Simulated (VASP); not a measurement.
# Ag (Fm-3m) in VASP: a series of runs, part 2 of 2

VASP 6.6.1. The steps go on from the part before.

## 5. Single point, r2SCAN

This run uses another cell than the first one, of 16.68 Å³/atom, 1.074 times its volume.

File POSCAR:

```
Ag
1.0
    0.0000000000      2.0281322035      2.0281322035
    2.0281322035      0.0000000000      2.0281322035
    2.0281322035      2.0281322035      0.0000000000
Ag
1
Direct
    0.0000000000      0.0000000000      0.0000000000
```

File INCAR.step1:

```
SYSTEM = Ag
PREC = Accurate
ENCUT = 520
ISMEAR = -1
SIGMA = 0.08
LREAL = .False.
LASPH = .True.
NELM = 100
NBANDS = 12
GGA = PE
ALGO = Normal
EDIFF = 1E-4
LWAVE = .True.
LCHARG = .False.
```

File INCAR.step2:

```
SYSTEM = Ag
PREC = Accurate
ENCUT = 520
EDIFF = 1E-6
ISMEAR = -1
SIGMA = 0.08
LREAL = .False.
LASPH = .True.
NELM = 100
ALGO = Normal
ISIF = 2
LWAVE = .False.
LCHARG = .True.
METAGGA = R2SCAN
LMIXTAU = .True.
LELF = .True.
LVHAR = .True.
NBANDS = 12
ISTART = 1
```

File KPOINTS:

```
regular mesh
0
Gamma
  24 24 24
  0 0 0
```

Command:

```console
$ cat potpaw_PBE.64/Ag/POTCAR > POTCAR
$ cp INCAR.step1 INCAR
$ mpirun -np 1 vasp_std > vasp.out
$ cp INCAR.step2 INCAR
$ mpirun -np 1 vasp_std > vasp.out
```

Run time: 88 s. Hardware: 1 thread of Intel Xeon 6975P-C (Granite Rapids), shared host; peak memory 0.2 GiB.

Results (log left out):

```
Free energy : -21.3533 eV
Pressure    : 4.2 GPa
```

Levels at points of the mesh, in eV from the Fermi level:
| k point | band 2 | band 3 | band 4 | band 5 | band 6 | band 7 | band 8 | band 9 | band 10 | band 11 |
| --- | --- | --- | --- | --- | --- | --- | --- | --- | --- | --- |
| (0.00, 0.00, 0.00) | -5.27 | -5.27 | -5.27 | -4.19 | -4.19 | 16.65 | 20.52 | 20.52 | 20.52 | 25.53 |
| (0.50, 0.00, 0.00) | -5.30 | -5.30 | -3.34 | -3.34 | -0.45 | 3.78 | 15.90 | 18.81 | 18.81 | 23.89 |
| (0.50, 0.50, 0.00) | -6.87 | -3.38 | -3.11 | -3.11 | 1.65 | 7.10 | 11.21 | 11.21 | 17.90 | 18.11 |

Caveat: the PAW data sets were made with another functional, which shifts forces and pressure a little.

## 6. Single point, r2SCAN

This run uses another cell than the first one, of 16.97 Å³/atom, 1.093 times its volume.

File POSCAR:

```
Ag
1.0
    0.0000000000      2.0395335979      2.0395335979
    2.0395335979      0.0000000000      2.0395335979
    2.0395335979      2.0395335979      0.0000000000
Ag
1
Direct
    0.0000000000      0.0000000000      0.0000000000
```

File INCAR.step1:

```
PREC = Accurate
ENCUT = 520
ISMEAR = -1
SIGMA = 0.08
LREAL = F
LASPH = T
NELM = 80
NBANDS = 12
GGA = PE
ALGO = Normal
EDIFF = 1E-4
LWAVE = T
LCHARG = F
```

File INCAR.step2:

```
PREC = Accurate
ENCUT = 520
EDIFF = 1E-6
ISMEAR = -1
SIGMA = 0.08
LREAL = F
LASPH = T
NELM = 80
ALGO = Normal
ISIF = 2
LWAVE = F
LCHARG = F
METAGGA = R2SCAN
LMIXTAU = T
NBANDS = 12
ISTART = 1
```

File KPOINTS:

```
regular mesh
0
Gamma
  24 24 24
```

Potentials or basis: VASP PAW PBE potentials, release 64 (Ag).

Command:

```console
$ cat potpaw_PBE.64/Ag/POTCAR > POTCAR
$ cp INCAR.step1 INCAR
$ mpirun -np 1 vasp_std > vasp.out
$ cp INCAR.step2 INCAR
$ mpirun -np 1 vasp_std > vasp.out
```

OUTCAR:

```text
PREC = Accurate
   ENCUT = 520
   EDIFF = 1E-6
   ISMEAR = -1
   LREAL = F
   LASPH = T
   NELM = 80
   ISIF = 2
   METAGGA = R2SCAN
   ISTART = 1

 ion  position               nearest neighbor table
   1  0.000  0.000  0.000-

  LATTYP: Found a face centered cubic cell.
 ALAT       =     4.0790671958

  Lattice vectors:

 A1 = (   0.0000000000,   2.0395335979,   2.0395335979)
 A2 = (   2.0395335979,   0.0000000000,   2.0395335979)
 A3 = (   2.0395335979,   2.0395335979,   0.0000000000)

Analysis of symmetry for initial positions (statically):
=====================================================================
 Subroutine PRICEL returns:
 Original cell was already a primitive cell.

 Routine SETGRP: Setting up the symmetry group for a
 face centered cubic supercell.

 Subroutine GETGRP returns: Found 48 space group operations
 (whereof 48 operations were pure point group operations)
 out of a pool of 48 trial point group operations.

The static configuration has the point symmetry O_h .

Analysis of symmetry for dynamics (positions and initial velocities):
=====================================================================
 Subroutine PRICEL returns:
 Original cell was already a primitive cell.

 Routine SETGRP: Setting up the symmetry group for a
 face centered cubic supercell.

 Subroutine GETGRP returns: Found 48 space group operations
 (whereof 48 operations were pure point group operations)
 out of a pool of 48 trial point group operations.

The dynamic configuration has the point symmetry O_h .

 Subroutine INISYM returns: Found 48 space group operations
 (whereof 48 operations are pure point group operations),
 and found     1 'primitive' translations

----------------------------------------------------------------------------------------

                                     Primitive cell

  volume of cell :      16.9677

  direct lattice vectors                    reciprocal lattice vectors
     0.000000000  2.039533598  2.039533598    -0.245154088  0.245154088  0.245154088
     2.039533598  0.000000000  2.039533598     0.245154088 -0.245154088  0.245154088
     2.039533598  2.039533598  0.000000000     0.245154088  0.245154088 -0.245154088

  length of vectors
     2.884336075  2.884336075  2.884336075     0.424619337  0.424619337  0.424619337

  position of ions in fractional coordinates (direct lattice)
     0.000000000  0.000000000  0.000000000

  ion indices of the primitive-cell ions
   primitive index   ion index
                 1           1

----------------------------------------------------------------------------------------

 KPOINTS: regular mesh

Automatic generation of k-mesh.
 Grid dimensions read from file:
 generate k-points for:   24   24   24

 Generating k-lattice:

  Cartesian coordinates                     Fractional coordinates (reciprocal lattice)
    -0.010214754  0.010214754  0.010214754     0.041666667  0.000000000  0.000000000
     0.010214754 -0.010214754  0.010214754     0.000000000  0.041666667  0.000000000
     0.010214754  0.010214754 -0.010214754     0.000000000  0.000000000  0.041666667

  Length of vectors
     0.017692472  0.017692472  0.017692472

  Shift w.r.t. Gamma in fractional coordinates (k-lattice)
     0.000000000  0.000000000  0.000000000

 Subroutine IBZKPT returns following result:
 ===========================================

 Found    413 irreducible k-points:

 Following reciprocal coordinates:
            Coordinates               Weight
  0.000000  0.000000  0.000000      1.000000
  0.041667  0.000000  0.000000      8.000000
  0.083333  0.000000  0.000000      8.000000
  0.125000  0.000000  0.000000      8.000000
  0.166667  0.000000  0.000000      8.000000
  0.208333  0.000000  0.000000      8.000000
[... 16 lines left out ...]
  0.416667  0.041667  0.000000     24.000000
  0.458333  0.041667  0.000000     24.000000
 [... further k-points ...]
   k-points           NKPTS =    413   k-points in BZ     NKDIM =    413   number of bands    NBANDS=     12
   number of dos      NEDOS =    301   number of ions     NIONS =      1
   total plane-waves  NPLWV =  13824
   dimension x,y,z NGX =    24 NGY =   24 NGZ =   24
   dimension x,y,z NGXF=    48 NGYF=   48 NGZF=   48
   ions per type =               1
   NGX,Y,Z   is equivalent  to a cutoff of  13.83, 13.83, 13.83 a.u.
   NGXF,Y,Z  is equivalent  to a cutoff of  27.67, 27.67, 27.67 a.u.
 SYSTEM =  unknown system
   PREC   = accura    normal or accurate (medium, high low for compatibility)
   ISTART =      1    job   : 0-new  1-cont  2-samecut
   ICHARG =      0    charge: 1-file 2-atom 10-const
   ISPIN  =      1    spin polarized calculation?
   LNONCOLLINEAR =      F non collinear calculations
   LSORBIT =      F    spin-orbit coupling
   LASPH  =      T    aspherical Exc in radial PAW
   ENCUT  =  520.0 eV  38.22 Ry    6.18 a.u.   5.36  5.36  5.36*2*pi/ulx,y,z
   NELM   =     80;   NELMIN=  2; NELMDL=  0     # of ELM steps
   EDIFF  = 0.1E-05   stopping-criterion for ELM
   LREAL  =      F    real-space projection
[... 7 lines left out ...]
   TEBEG  =    0.0;   TEEND  =   0.0 temperature during run
   PSTRESS=    0.0 pullay stress
   NELECT =      11.0000    total number of electrons
   NUPDOWN=      -1.0000    fix difference up-down
   EMIN   =  10.00;   EMAX   =-10.00  energy-range for DOS
   EFERMI =   0.00;   METHOD = LEGACY
   ISMEAR =    -1;   SIGMA  =   0.08  broadening in eV -4-tet -1-fermi 0-gaus
   EFERMI_NEDOS =   21; number of points for ismear=-14 and -15
   IALGO  =     38    algorithm
   IMIX   =      4    mixing-type and parameters
     AMIX     =   0.40;   BMIX     =  1.00
     AMIX_MAG =   1.60;   BMIX_MAG =  1.00
  volume/ion in A,a.u.               =      16.97       114.50
  Fermi-wavevector in a.u.,A,eV,Ry     =   1.416875  2.677505 27.314168  2.007535
  Thomas-Fermi vector in A             =   2.538164
   LORBIT       =      0    0 simple, 1 ext, 2 COOP (PROOUT), +10 PAW based schemes
   METAGGA = R2SCAN    functional components
   LHFCALC =     F    Hartree Fock is set to
   AEXX    =    0.0000 exact exchange contribution
   IVDW    =     0    specifies the selected vdW correction
   LEPSILON=     F    determine dielectric tensor
   LRPA    =     F    only Hartree local field effects (RPA)
 non-spin polarized calculation
  energy-cutoff  :      520.00
  volume of cell :       16.97
 maximum number of plane-waves:       471
 NGX is ok and might be reduce to    24
   NGX = 11   NGY = 11   NGZ = 11

 number of electron      10.9999999 magnetization

 Free energy of the ion-electron system (eV)
  ---------------------------------------------------
  ext. energy  EPLUGINS =         0.00000000
  ---------------------------------------------------
  free energy    TOTEN  =       -21.35904698 eV

  energy without entropy =      -21.35469212  energy(sigma->0) =      -21.35686955

 E-fermi :   8.5515     XC(G=0): -13.0033

 val. band max:        8.5200462239   @ k =   0.5000   0.0833   0.0000
 cond. band min:       8.5742644423   @ k =   0.5000   0.1667   0.0417
 fundamental gap:      0.0542182184
 Fermi energy:         8.5514680878

 k-point     1 :       0.0000    0.0000    0.0000
  band No.  band energies     occupation
      1       0.5011      2.00000
      2       3.3403      2.00000
      3       3.3403      2.00000
      4       3.3404      2.00000
      5       4.3944      2.00000
      6       4.3944      2.00000
      7      25.1640      0.00000
      8      28.9257      0.00000
      9      28.9257      0.00000
     10      28.9257      0.00000
     11      33.8963      0.00000
     12      34.9803      0.00000

 k-point     2 :       0.0417    0.0000    0.0000
  band No.  band energies     occupation
      1       0.5577      2.00000
      2       3.3271      2.00000
      3       3.3562      2.00000
      4       3.3563      2.00000
      5       4.3882      2.00000
      6       4.3882      2.00000
      7      25.1783      0.00000
      8      28.3929      0.00000
      9      28.9478      0.00000
     10      28.9478      0.00000
     11      34.0749      0.00000
     12      34.9226      0.00000
[... 316 lines left out ...]
 k-point    24 :       0.4583    0.0417    0.0000
  band No.  band energies     occupation
      1       1.7898      2.00000
      2       3.3065      2.00000
      3       3.3601      2.00000
      4       5.0189      2.00000
      5       5.2008      2.00000
      6       7.6550      1.99997
      7      13.0657      0.00000
      8      24.4644      0.00000
      9      26.8571      0.00000
     10      27.1590      0.00000
     11      32.3552      0.00000
     12      32.4830      0.00000

 [... further k-points ...]
[... 5 lines left out ...]
  --------------------------------------------------------------------------------------
  -------------------------------------------------------------------------------------
  Total        0.2284337      0.2284337      0.2284337      0.0000000     -0.0000000     -0.0000000
  in kB       21.5699056     21.5699056     21.5699056      0.0000000     -0.0000000     -0.0000000
  external PRESSURE =      21.5699056 kB  Pullay stress =       0.0000000 kB

 VOLUME and BASIS-vectors are now :
 -----------------------------------------------------------------------------
  energy-cutoff  :      520.00
  volume of cell :       16.97
      direct lattice vectors                 reciprocal lattice vectors
     0.000000000  2.039533598  2.039533598    -0.245154088  0.245154088  0.245154088
     2.039533598  0.000000000  2.039533598     0.245154088 -0.245154088  0.245154088
     2.039533598  2.039533598  0.000000000     0.245154088  0.245154088 -0.245154088

 POSITION                                       TOTAL-FORCE (eV/Angst)
 -----------------------------------------------------------------------------------
      0.00000      0.00000      0.00000        -0.000000     -0.000000     -0.000000
 -----------------------------------------------------------------------------------
    total drift:                               -0.000000      0.000000     -0.000000

  FREE ENERGIE OF THE ION-ELECTRON SYSTEM (eV)
  ---------------------------------------------------
  free  energy   TOTEN  =       -21.3590469774 eV

  energy  without entropy=      -21.3546921202  energy(sigma->0) =      -21.35686955
```

OUTCAR.step1:

```text
PREC = Accurate
   ENCUT = 520
   ISMEAR = -1
   LREAL = F
   LASPH = T
   NELM = 80
[... 574 lines left out ...]

 POSITION                                       TOTAL-FORCE (eV/Angst)
 -----------------------------------------------------------------------------------
      0.00000      0.00000      0.00000         0.000000     -0.000000     -0.000000
 -----------------------------------------------------------------------------------
    total drift:                               -0.000000      0.000000      0.000000

  FREE ENERGIE OF THE ION-ELECTRON SYSTEM (eV)
  ---------------------------------------------------
  free  energy   TOTEN  =        -2.7084479335 eV

  energy  without entropy=       -2.7038668710  energy(sigma->0) =       -2.70615740
```

It took 82 s on 1 thread of Intel Xeon 6975P-C (Granite Rapids), shared host; peak memory 0.2 GiB.

What came out:

```yaml
Free_energy: -21.3590 eV
Pressure: 2.2 GPa
```

Caveat: the PAW data sets were made with another functional, which shifts forces and pressure a little.

## 7. Summary

```csv
cell,gap on the mesh (eV),pressure (GPa)
"a = 2.800 Å, angles 60.0°, 1 atom",none,15.4
"a = 2.828 Å, angles 60.0°, 1 atom",none,10.3
"a = 2.847 Å, angles 60.0°, 1 atom",none,7.2
"a = 2.868 Å, angles 60.0°, 1 atom",none,4.2
"a = 2.884 Å, angles 60.0°, 1 atom",none,2.2
```

Alike in all rows: task single point; level r2SCAN; potentials or basis VASP PAW PBE potentials, release 64 (Ag); no spin polarisation; k mesh 24 × 24 × 24; cutoff (eV) 520; smearing fermi-dirac 0.08 eV.

Caveats: the PAW data sets were made with another functional, which shifts forces and pressure a little.

Absolute energies hang on the potentials; compare differences alone.
